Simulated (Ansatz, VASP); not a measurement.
**Two plane-wave programs on CoPtO2**

Contents of INCAR:

```
SYSTEM = CoPtO2
ALGO = Normal
EDIFF = 1E-7
ENCUT = 520
GGA = PE
ISIF = 2
ISMEAR = 0
LASPH = .TRUE.
LCHARG = .FALSE.
LREAL = .FALSE.
LWAVE = .FALSE.
NBANDS = 58
NELM = 60
PREC = Accurate
SIGMA = 0.1
```

File KPOINTS:

```
k-points
0
G
  12 12 2
  0 0 0
```

Contents of POSCAR:

```
CoPtO2
1.0
    2.8547899568      0.0000000000      0.0000000000
   -1.4273949784      2.4723206250      0.0000000000
    0.0000000000      0.0000000000     17.8832540069
Co Pt O
3 3 6
Direct
    0.6666666667      0.3333333333      0.8333333333
    0.3333333333      0.6666666667      0.1666666667
    0.0000000000      0.0000000000      0.5000000000
    0.0000000000      0.0000000000      0.0000000000
    0.6666666667      0.3333333333      0.3333333333
    0.3333333333      0.6666666667      0.6666666667
    0.0000000000      0.0000000000      0.8876528272
    0.3333333333      0.6666666667      0.7790138394
    0.6666666667      0.3333333333      0.2209861606
    0.0000000000      0.0000000000      0.1123471728
    0.3333333333      0.6666666667      0.5543194939
    0.6666666667      0.3333333333      0.4456805061
```

Input for Ansatz:

```yaml
crystal:
  lattice:
    - [2.8547899553, 0.0, 0.0]
    - [-1.4273949777, 2.4723206238, 0.0]
    - [0.0, 0.0, 17.883254012]
  atoms:
    - { symbol: Co, position: [0.6666666667, 0.3333333333, 0.8333333333] }
    - { symbol: Co, position: [0.3333333333, 0.6666666667, 0.1666666667] }
    - { symbol: Co, position: [0.0, 0.0, 0.5] }
    - { symbol: Pt, position: [0.0, 0.0, 0.0] }
    - { symbol: Pt, position: [0.6666666667, 0.3333333333, 0.3333333333] }
    - { symbol: Pt, position: [0.3333333333, 0.6666666667, 0.6666666667] }
    - { symbol: O, position: [0.0, 0.0, 0.8876528273] }
    - { symbol: O, position: [0.3333333333, 0.6666666667, 0.7790138394] }
    - { symbol: O, position: [0.6666666667, 0.3333333333, 0.2209861606] }
    - { symbol: O, position: [0.0, 0.0, 0.1123471727] }
    - { symbol: O, position: [0.3333333333, 0.6666666667, 0.554319494] }
    - { symbol: O, position: [0.6666666667, 0.3333333333, 0.445680506] }
basis:
  ecutwfc: 420
kpoints:
  mp_grid: { grid: [12, 12, 2] }
hamiltonian:
  xc: pbe
scf:
  occupations: { method: gaussian, width: 0.1 }
output:
  forces: true
  stress: true
  eigenvalues: true
```

Alike in both runs: task single point; functional PBE; k mesh 12 × 12 × 2; occupations gaussian, width 0.1 eV; no spin polarisation.

|  | VASP | Ansatz |
| --- | --- | --- |
| version | VASP 6.6.1 | Ansatz 0.2.0 |
| potentials or method | VASP PAW PBE potentials, release 64 (Co, Pt, O), cutoff 520 eV | scalar-relativistic, plane waves, PAW |
| valence electrons in the cell | 93 | 141 |

Ansatz gave:

| Item | Value |
| --- | --- |
| gap on the k mesh at the Fermi level (eV) | none |
| pressure (GPa) | 0.3 |
| traceless stress, the component that is largest in VASP (GPa) | 0.83 |
| rms of the force components (eV/Å) | 0.016 |

Task: Estimate VASP's values.

Result: gap on the k mesh at the Fermi level (eV): none; pressure (GPa): 0.4; traceless stress, the component that is largest in VASP (GPa): 1.16; rms of the force components (eV/Å): 0.009.

Atom by atom the forces differ by 0.007 eV/Å (rms over components). A gap of «none» marks a metal or a gap that the smearing closes. VASP's potentials hold 93 valence electrons a cell and Ansatz's 141, so a difference there can come from the potentials and not from the codes.

Neither program's run includes spin-orbit coupling.
